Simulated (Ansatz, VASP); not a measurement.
**GaC in VASP and in Ansatz**

The input INCAR:

```
PREC = Accurate
ENCUT = 600
EDIFF = 1E-7
ISMEAR = 0
SIGMA = 0.1
LREAL = False
LASPH = True
NELM = 120
ALGO = Normal
ISIF = 3
LWAVE = False
LCHARG = False
GGA = PE
IBRION = 2
NSW = 90
EDIFFG = -0.04
GGA_COMPAT = False
NELMIN = 4
```

File KPOINTS:

```
Automatic mesh
0
Gamma
  6 6 6
```

POSCAR

```
GaC
1.0
    2.9556062921      0.0000000000      0.0000000000
    0.0000000000      2.9556062921      0.0000000000
    0.0000000000      0.0000000000      2.9556062921
Ga C
1 1
Direct
    0.0000000000      0.0000000000      0.0000000000
    0.5000000000      0.5000000000      0.5000000000
```

Input for Ansatz:

```yaml
crystal:
  lattice:
    - [2.9556062921, 0.0, 0.0]
    - [0.0, 2.9556062921, 0.0]
    - [0.0, 0.0, 2.9556062921]
  atoms:
    - { symbol: Ga, position: [0.0, 0.0, 0.0] }
    - { symbol: C, position: [0.5, 0.5, 0.5] }
basis:
  ecutwfc: 420
kpoints:
  mp_grid: { grid: [6, 6, 6] }
hamiltonian:
  xc: pbe
scf:
  occupations: { method: gaussian, width: 0.1 }
  lower_state_search: "off"
output:
  forces: true
  stress: true
  eigenvalues: true
relax:
  adjacent_minimum: "off"
  f_tol: 0.04
  max_steps: 70
  cell: { stress_tol: 0.4 }
```

Alike in both runs: task relaxation of cell and atoms; functional PBE; k mesh 6 × 6 × 6; occupations gaussian, width 0.1 eV; no spin polarisation.

|  | VASP | Ansatz |
| --- | --- | --- |
| version | VASP 6.6.1 | Ansatz 0.2.0 |
| potentials or method | VASP PAW PBE potentials, release 64 (Ga_d, C), cutoff 600 eV | scalar-relativistic, plane waves, PAW |
| valence electrons in the cell | 17 | 17 |

```csv
,VASP,Ansatz,Ansatz less VASP
"gap on the k mesh at the Fermi level, each at its own relaxed structure (eV)",none,none,-
relaxed volume (Å³/atom),11.21,11.19,-0.015
relaxed cell length with the largest relative difference (Å),2.819,2.818,-0.0013
```

A gap of «none» marks a metal or a gap that the smearing closes.
